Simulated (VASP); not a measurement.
# Re (Fm-3m) in VASP: notebook

Re is run at these levels: r2SCAN; tasks: single point, relaxation of cell and atoms.

All numbers are computed with VASP 6.6.1; they aren't measurements. Logs are shortened: lines on timing, memory, paths and dates and some standing lists are left out, and cuts for length are marked.

## (1) The cell of the first run

The structure is cubic, space group Fm-3m (No. 225). The conventional cell has a = 3.892 Å, b = 3.892 Å, c = 3.892 Å, α = 90.00°, β = 90.00°, γ = 90.00°. Re (site symmetry m-3m) has 12 Re at 2.75 Å within 3.6 Å.

This isn't the form of Re at room conditions, which is hcp.

## (2) Single point, r2SCAN

POSCAR reads:

```
Re
1.0
    0.0000000000      1.9460671948      1.9460671948
    1.9460671948      0.0000000000      1.9460671948
    1.9460671948      1.9460671948      0.0000000000
Re
1
Direct
    0.0000000000      0.0000000000      0.0000000000
```

INCAR.step1 reads:

```
SYSTEM = Re
  PREC = Accurate
  ENCUT = 660
  ISMEAR = 1
  SIGMA = 0.1
  LREAL = .False.
  LASPH = .True.
  NELM = 120
  NBANDS = 10
  GGA = PE
  ALGO = Normal
  EDIFF = 1E-5
  LWAVE = .True.
  LCHARG = .False.
  GGA_COMPAT = .False.
```

INCAR.step2 reads:

```
SYSTEM = Re
  PREC = Accurate
  ENCUT = 660
  EDIFF = 1E-6
  ISMEAR = 1
  SIGMA = 0.1
  LREAL = .False.
  LASPH = .True.
  NELM = 120
  ALGO = Normal
  ISIF = 2
  LWAVE = .False.
  LCHARG = .False.
  METAGGA = R2SCAN
  LMIXTAU = .True.
  NBANDS = 10
  ISTART = 1
  GGA_COMPAT = .False.
```

KPOINTS reads:

```
regular mesh
0
Gamma
  10 10 10
  0 0 0
```

Potentials or basis: VASP PAW PBE potentials, release 64 (Re).

Command:

```
> cat potpaw_PBE.64/Re/POTCAR > POTCAR
> cp INCAR.step1 INCAR
> mpirun -np 1 vasp_std > vasp.out
> cp INCAR.step2 INCAR
> mpirun -np 1 vasp_std > vasp.out
```

OUTCAR:

```text
SYSTEM = Re
   PREC = Accurate
   ENCUT = 660
   EDIFF = 1E-6
   ISMEAR = 1
   LREAL = .False.
   LASPH = .True.
   NELM = 120
   ISIF = 2
   METAGGA = R2SCAN
   ISTART = 1

 ion  position               nearest neighbor table
   1  0.000  0.000  0.000-

  LATTYP: Found a face centered cubic cell.
 ALAT       =     3.8921343896

  Lattice vectors:

 A1 = (   0.0000000000,   1.9460671948,   1.9460671948)
 A2 = (   1.9460671948,   0.0000000000,   1.9460671948)
 A3 = (   1.9460671948,   1.9460671948,   0.0000000000)

Analysis of symmetry for initial positions (statically):
=====================================================================
 Subroutine PRICEL returns:
 Original cell was already a primitive cell.

 Routine SETGRP: Setting up the symmetry group for a
 face centered cubic supercell.

 Subroutine GETGRP returns: Found 48 space group operations
 (whereof 48 operations were pure point group operations)
 out of a pool of 48 trial point group operations.

The static configuration has the point symmetry O_h .

Analysis of symmetry for dynamics (positions and initial velocities):
=====================================================================
 Subroutine PRICEL returns:
 Original cell was already a primitive cell.

 Routine SETGRP: Setting up the symmetry group for a
 face centered cubic supercell.

 Subroutine GETGRP returns: Found 48 space group operations
 (whereof 48 operations were pure point group operations)
 out of a pool of 48 trial point group operations.

The dynamic configuration has the point symmetry O_h .

 Subroutine INISYM returns: Found 48 space group operations
 (whereof 48 operations are pure point group operations),
 and found     1 'primitive' translations

----------------------------------------------------------------------------------------

                                     Primitive cell

  volume of cell :      14.7402

  direct lattice vectors                    reciprocal lattice vectors
     0.000000000  1.946067195  1.946067195    -0.256928436  0.256928436  0.256928436
     1.946067195  0.000000000  1.946067195     0.256928436 -0.256928436  0.256928436
     1.946067195  1.946067195  0.000000000     0.256928436  0.256928436 -0.256928436

  length of vectors
     2.752154620  2.752154620  2.752154620     0.445013104  0.445013104  0.445013104

  position of ions in fractional coordinates (direct lattice)
     0.000000000  0.000000000  0.000000000

  ion indices of the primitive-cell ions
   primitive index   ion index
                 1           1

----------------------------------------------------------------------------------------

 KPOINTS: regular mesh

Automatic generation of k-mesh.
 Grid dimensions read from file:
 generate k-points for:   10   10   10

 Generating k-lattice:

  Cartesian coordinates                     Fractional coordinates (reciprocal lattice)
    -0.025692844  0.025692844  0.025692844     0.100000000  0.000000000  0.000000000
     0.025692844 -0.025692844  0.025692844     0.000000000  0.100000000  0.000000000
     0.025692844  0.025692844 -0.025692844     0.000000000  0.000000000  0.100000000

  Length of vectors
     0.044501310  0.044501310  0.044501310

  Shift w.r.t. Gamma in fractional coordinates (k-lattice)
     0.000000000  0.000000000  0.000000000

 Subroutine IBZKPT returns following result:
 ===========================================

 Found     47 irreducible k-points:

 Following reciprocal coordinates:
            Coordinates               Weight
  0.000000  0.000000  0.000000      1.000000
  0.100000  0.000000  0.000000      8.000000
  0.200000  0.000000  0.000000      8.000000
  0.300000  0.000000  0.000000      8.000000
  0.400000  0.000000  0.000000      8.000000
  0.500000  0.000000  0.000000      4.000000
[... 16 lines left out ...]
  0.300000  0.300000  0.000000      6.000000
  0.400000  0.300000  0.000000     24.000000
 [... further k-points ...]
   k-points           NKPTS =     47   k-points in BZ     NKDIM =     47   number of bands    NBANDS=     10
   number of dos      NEDOS =    301   number of ions     NIONS =      1
   total plane-waves  NPLWV =  13824
   dimension x,y,z NGX =    24 NGY =   24 NGZ =   24
   dimension x,y,z NGXF=    48 NGYF=   48 NGZF=   48
   ions per type =               1
   NGX,Y,Z   is equivalent  to a cutoff of  14.50, 14.50, 14.50 a.u.
   NGXF,Y,Z  is equivalent  to a cutoff of  28.99, 28.99, 28.99 a.u.
 SYSTEM =  Re
   PREC   = accura    normal or accurate (medium, high low for compatibility)
   ISTART =      1    job   : 0-new  1-cont  2-samecut
   ICHARG =      0    charge: 1-file 2-atom 10-const
   ISPIN  =      1    spin polarized calculation?
   LNONCOLLINEAR =      F non collinear calculations
   LSORBIT =      F    spin-orbit coupling
   LASPH  =      T    aspherical Exc in radial PAW
   ENCUT  =  660.0 eV  48.51 Ry    6.96 a.u.   5.77  5.77  5.77*2*pi/ulx,y,z
   NELM   =    120;   NELMIN=  2; NELMDL=  0     # of ELM steps
   EDIFF  = 0.1E-05   stopping-criterion for ELM
   LREAL  =      F    real-space projection
   EDIFFG = 0.1E-04   stopping-criterion for IOM
   NSW    =      0    number of steps for IOM
   IBRION =     -1    ionic relax: 0-MD 1-quasi-New 2-CG
   NFREE  =      0    steps in history (QN), initial steepest desc. (CG)
   ISIF   =      2    stress and relaxation
   ISYM   =      2    0-nonsym 1-usesym 2-fastsym
   POTIM  = 0.5000    time-step for ionic-motion
   TEBEG  =    0.0;   TEEND  =   0.0 temperature during run
   PSTRESS=    0.0 pullay stress
   NELECT =       7.0000    total number of electrons
   NUPDOWN=      -1.0000    fix difference up-down
   EMIN   =  10.00;   EMAX   =-10.00  energy-range for DOS
   EFERMI =   0.00;   METHOD = LEGACY
   ISMEAR =     1;   SIGMA  =   0.10  broadening in eV -4-tet -1-fermi 0-gaus
   EFERMI_NEDOS =   21; number of points for ismear=-14 and -15
   IALGO  =     38    algorithm
   IMIX   =      4    mixing-type and parameters
     AMIX     =   0.40;   BMIX     =  1.00
     AMIX_MAG =   1.60;   BMIX_MAG =  1.00
  volume/ion in A,a.u.               =      14.74        99.47
  Fermi-wavevector in a.u.,A,eV,Ry     =   1.277241  2.413636 22.195807  1.631346
  Thomas-Fermi vector in A             =   2.409852
   LORBIT       =      0    0 simple, 1 ext, 2 COOP (PROOUT), +10 PAW based schemes
   METAGGA = R2SCAN    functional components
   LHFCALC =     F    Hartree Fock is set to
   AEXX    =    0.0000 exact exchange contribution
   IVDW    =     0    specifies the selected vdW correction
   LEPSILON=     F    determine dielectric tensor
   LRPA    =     F    only Hartree local field effects (RPA)
 non-spin polarized calculation
 Methfessel and Paxton  Order N= 1 SIGMA  =   0.10
  energy-cutoff  :      660.00
  volume of cell :       14.74
 maximum number of plane-waves:       588
   NGX = 11   NGY = 11   NGZ = 11

 number of electron       7.0000000 magnetization

 Free energy of the ion-electron system (eV)
  ---------------------------------------------------
  ext. energy  EPLUGINS =         0.00000000
  ---------------------------------------------------
  free energy    TOTEN  =       -52.40214985 eV

  energy without entropy =      -52.40095031  energy(sigma->0) =      -52.40175001

 E-fermi :   8.0458     XC(G=0): -14.9791

 val. band max:        7.9877749024   @ k =  -0.2000   0.2000   0.0000
 cond. band min:       8.0580254869   @ k =   0.5000   0.0000   0.0000
 fundamental gap:      0.0702505845
 Fermi energy:         8.0457825365

 k-point     1 :       0.0000    0.0000    0.0000
  band No.  band energies     occupation
      1      -2.6737      2.00000
      2       5.9423      2.00000
      3       5.9423      2.00000
      4       5.9423      2.00000
      5       9.3557     -0.00000
      6       9.3557     -0.00000
      7      22.4749      0.00000
      8      28.5644      0.00000
      9      28.5644      0.00000
     10      28.5644      0.00000

 k-point     2 :       0.1000    0.0000    0.0000
  band No.  band energies     occupation
      1      -2.1957      2.00000
      2       5.6280      2.00000
      3       6.1557      2.00000
      4       6.1557      2.00000
      5       9.1945     -0.00000
      6       9.1945     -0.00000
      7      23.3795      0.00000
      8      26.5696      0.00000
      9      29.4322      0.00000
     10      29.4322      0.00000

 k-point     3 :       0.2000    0.0000    0.0000
  band No.  band energies     occupation
      1      -0.9557      2.00000
      2       5.0949      2.00000
      3       6.4824      2.00000
      4       6.4824      2.00000
      5       9.1585     -0.00000
      6       9.1585     -0.00000
      7      23.6256      0.00000
      8      25.7987      0.00000
      9      31.7925      0.00000
     10      31.7925      0.00000

 k-point     4 :       0.3000    0.0000    0.0000
  band No.  band energies     occupation
      1       0.2982      2.00000
      2       5.3307      2.00000
      3       6.3144      2.00000
      4       6.3144      2.00000
      5      10.0167     -0.00000
      6      10.0167     -0.00000
      7      21.5177      0.00000
      8      25.7476      0.00000
      9      33.6854      0.00000
     10      33.7591      0.00000
[... 222 lines left out ...]
 k-point    22 :      -0.2000    0.2000    0.0000
  band No.  band energies     occupation
      1       1.3485      2.00000
      2       4.3194      2.00000
      3       5.6975      2.00000
      4       7.6210      2.00000
      5       7.9878      1.82175
      6      12.1449      0.00000
      7      23.1783      0.00000
      8      27.3515      0.00000
      9      27.7115      0.00000
     10      29.6446      0.00000

 k-point    23 :       0.3000    0.3000    0.0000
  band No.  band energies     occupation
      1       1.1526      2.00000
      2       2.8498      2.00000
      3       6.8166      2.00000
      4       9.2762     -0.00000
      5       9.2762     -0.00000
      6      10.9356      0.00000
      7      26.3283      0.00000
      8      26.3283      0.00000
      9      27.3244      0.00000
     10      31.0022      0.00000

 k-point    24 :       0.4000    0.3000    0.0000
  band No.  band energies     occupation
      1       1.5229      2.00000
      2       2.5732      2.00000
      3       6.8872      2.00000
      4       9.5814     -0.00000
      5      11.2713      0.00000
      6      11.7753      0.00000
      7      22.7534      0.00000
      8      24.8546      0.00000
      9      26.3826      0.00000
     10      30.9800      0.00000

 [... further k-points ...]
[... 5 lines left out ...]
  --------------------------------------------------------------------------------------
  -------------------------------------------------------------------------------------
  Total        0.0093007      0.0093007      0.0093007      0.0000000      0.0000000      0.0000000
  in kB        1.0109286      1.0109286      1.0109286      0.0000000      0.0000000      0.0000000
  external PRESSURE =       1.0109286 kB  Pullay stress =       0.0000000 kB

 VOLUME and BASIS-vectors are now :
 -----------------------------------------------------------------------------
  energy-cutoff  :      660.00
  volume of cell :       14.74
      direct lattice vectors                 reciprocal lattice vectors
     0.000000000  1.946067195  1.946067195    -0.256928436  0.256928436  0.256928436
     1.946067195  0.000000000  1.946067195     0.256928436 -0.256928436  0.256928436
     1.946067195  1.946067195  0.000000000     0.256928436  0.256928436 -0.256928436

 POSITION                                       TOTAL-FORCE (eV/Angst)
 -----------------------------------------------------------------------------------
      0.00000      0.00000      0.00000         0.000000     -0.000000     -0.000000
 -----------------------------------------------------------------------------------
    total drift:                                0.000000     -0.000000     -0.000000

  FREE ENERGIE OF THE ION-ELECTRON SYSTEM (eV)
  ---------------------------------------------------
  free  energy   TOTEN  =       -52.4021498542 eV

  energy  without entropy=      -52.4009503111  energy(sigma->0) =      -52.40175001
```

Wall time 88 s (1 thread of AMD EPYC 7R43 (Zen 3), shared host); peak memory 0.13 GiB.

What came out:

```
Free energy            : -52.4021 eV
Pressure               : 0.1 GPa
Band gap on the k mesh : zero (an odd number of electrons rules out a gap without spin polarisation)
```

Caveat: the PAW data sets were made with another functional, which shifts forces and pressure a little; spin-orbit coupling is left out, which moves the levels of the heavy elements.

## (3) Relaxation of cell and atoms, r2SCAN

POSCAR reads:

```
Re
1.0
    0.0000000000      1.9450000000      1.9450000000
    1.9450000000      0.0000000000      1.9450000000
    1.9450000000      1.9450000000      0.0000000000
Re
1
Direct
    0.0000000000      0.0000000000      0.0000000000
```

INCAR.step1 reads:

```
SYSTEM = Re
PREC = Accurate ; ENCUT = 660
ISMEAR = 1 ; SIGMA = 0.1
LREAL = .FALSE. ; LASPH = .TRUE.
NELM = 120 ; GGA = PE
ALGO = Normal ; EDIFF = 1E-5
LWAVE = .TRUE. ; LCHARG = .FALSE.
GGA_COMPAT = .FALSE. ; IBRION = 2
ISIF = 3 ; EDIFFG = -0.005
NELMIN = 4 ; NSW = 100
```

INCAR.step2 reads:

```
SYSTEM = Re
PREC = Accurate ; ENCUT = 660
EDIFF = 1E-7 ; ISMEAR = 1
SIGMA = 0.1 ; LREAL = .FALSE.
LASPH = .TRUE. ; NELM = 120
ALGO = Normal ; ISIF = 3
LWAVE = .FALSE. ; LCHARG = .FALSE.
METAGGA = R2SCAN ; LMIXTAU = .TRUE.
IBRION = 2 ; NSW = 80
EDIFFG = -0.01 ; ISTART = 1
GGA_COMPAT = .FALSE. ; NELMIN = 4
```

KPOINTS reads:

```
Automatic mesh
0
G
  10 10 10
  0 0 0
```

Potentials or basis: VASP PAW PBE potentials, release 64 (Re).

Command:

```
> cat potpaw_PBE.64/Re/POTCAR > POTCAR
> cp INCAR.step1 INCAR
> mpirun -np 1 vasp_std > vasp.out
> cp INCAR.step2 INCAR
> mpirun -np 1 vasp_std > vasp.out
```

Run time: 3.9 min. Hardware: 1 thread of AMD EPYC 7R43 (Zen 3), shared host; peak memory 0.12 GiB.

The run converged. Its results:

| Quantity | Value |
| --- | --- |
| Free energy | -52.4022 eV |
| Relaxed volume | 14.74 Å³/atom |
| Relaxed cell | a = 2.752 Å, b = 2.752 Å, c = 2.752 Å, α = 60.00°, β = 60.00°, γ = 60.00° |
| Space group after relaxing (to 0.1 Å) | Fm-3m (No. 225) |
| Energy gained by relaxing | 0.1 meV/atom |
| Ionic steps | 3 |
| Pressure after relaxing | 0.0 GPa |
| Band gap on the k mesh | zero (an odd number of electrons rules out a gap without spin polarisation) |

Final structure:
```
CELL_PARAMETERS angstrom
0.00000 1.94621 1.94621
1.94621 0.00000 1.94621
1.94621 1.94621 0.00000
ATOMIC_POSITIONS crystal
Re 0.00000 0.00000 0.00000
```

Levels at points of the mesh, in eV from the Fermi level:
| k point | band 2 | band 3 | band 4 | band 5 | band 6 | band 7 |
| --- | --- | --- | --- | --- | --- | --- |
| (0.00, 0.00, 0.00) | -2.10 | -2.10 | -2.10 | 1.31 | 1.31 | 14.43 |
| (0.50, 0.00, 0.00) | -2.26 | -2.26 | 0.01 | 3.87 | 3.87 | 10.37 |
| (0.50, 0.50, 0.00) | -6.36 | 2.74 | 3.89 | 4.59 | 4.59 | 12.80 |

Caveat: the PAW data sets were made with another functional, which shifts forces and pressure a little; spin-orbit coupling is left out, which moves the levels of the heavy elements.
